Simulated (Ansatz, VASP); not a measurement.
Two plane-wave programs on BeC2

File INCAR:

```
SYSTEM = BeC2
  ALGO = Normal
  EDIFF = 1E-6
  ENCUT = 520
  ISIF = 2
  ISMEAR = 0
  LASPH = .TRUE.
  LCHARG = .TRUE.
  LELF = .TRUE.
  LREAL = .FALSE.
  LVHAR = .TRUE.
  LWAVE = .FALSE.
  NBANDS = 12
  NELM = 60
  PREC = Accurate
  SIGMA = 0.01
```

KPOINTS

```
k-points
0
G
  12 12 12
  0 0 0
```

File POSCAR:

```
BeC2
1.0
   -1.7757233718      1.7757233718      2.3208842340
    1.7757233718     -1.7757233718      2.3208842340
    1.7757233718      1.7757233718     -2.3208842340
Be C
1 2
Direct
    0.0000000000      0.0000000000      0.0000000000
    0.6340594767      0.6340594767      0.0000000000
    0.3659405233      0.3659405233      0.0000000000
```

Input for Ansatz:

```yaml
crystal:
  lattice:
    - [-1.7757233718, 1.7757233718, 2.320884234]
    - [1.7757233718, -1.7757233718, 2.320884234]
    - [1.7757233718, 1.7757233718, -2.320884234]
  atoms:
    - { symbol: Be, position: [0.0, 0.0, 0.0] }
    - { symbol: C, position: [0.6340594767, 0.6340594767, 0.0] }
    - { symbol: C, position: [0.3659405233, 0.3659405233, 0.0] }
basis:
  ecutwfc: 420
kpoints:
  mp_grid: { grid: [12, 12, 12] }
hamiltonian:
  xc: lda
scf:
  occupations: { method: gaussian, width: 0.01 }
  n_extra_bands: 12
output:
  eigenvalues: true
  optics: { e_range: [0, 14], sigma: 0.1, nscf_kmesh: { grid: [18, 18, 18] } }
checkpoint:
  read: start.run
  write: ck
  compress: false
  write_wavefunctions: false
  write_every: 100000
```

Alike in both runs: task single point; functional LDA; k mesh 12 × 12 × 12; occupations gaussian, width 0.01 eV; no spin polarisation.

```csv
,VASP,Ansatz
version,VASP 6.6.1,Ansatz 0.2.0
potentials or method,"VASP PAW LDA potentials, release 64 (Be, C), cutoff 520 eV","scalar-relativistic, plane waves, PAW"
valence electrons in the cell,10,10
```

```tsv
	VASP	Ansatz	Ansatz less VASP
gap on the k mesh at the Fermi level (eV)	1.97	1.98	+0.005
least direct gap on the mesh (eV)	2.75	2.75	-0.005
```

LDA's correlation is that of Perdew and Zunger in VASP and of Perdew and Wang (1992) in Ansatz.
